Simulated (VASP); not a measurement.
Crystal: K.

```
K
1.0
    -2.29734    2.29734    2.29734
     2.29734   -2.29734    2.29734
     2.29734    2.29734   -2.29734
K
1
Cartesian
  0.0000 0.0000 0.0000
```

Base run:

* Program: VASP 6.6.1
* Functional: LDA
* Potentials or basis: VASP PAW LDA potentials, release 64 (K_sv)
* Cutoff: 520 eV
* k mesh: 12 × 12 × 12
* Occupations: fermi-dirac, width 0.05 eV
* Spin: no spin polarisation

Its results: band gap on the k mesh zero (an odd number of electrons rules out a gap without spin polarisation); pressure 2.1 GPa.

The run is repeated on the same cell with these changes: functional from LDA to PBEsol; potentials or basis from VASP PAW LDA potentials, release 64 (K_sv) to VASP PAW PBE potentials, release 64 (K_sv). What comes out?

Band gap on the k mesh zero (an odd number of electrons rules out a gap without spin polarisation); pressure 2.9 GPa.

Caveats: the PAW data sets were made with another functional, which shifts forces and pressure a little (at least some runs).
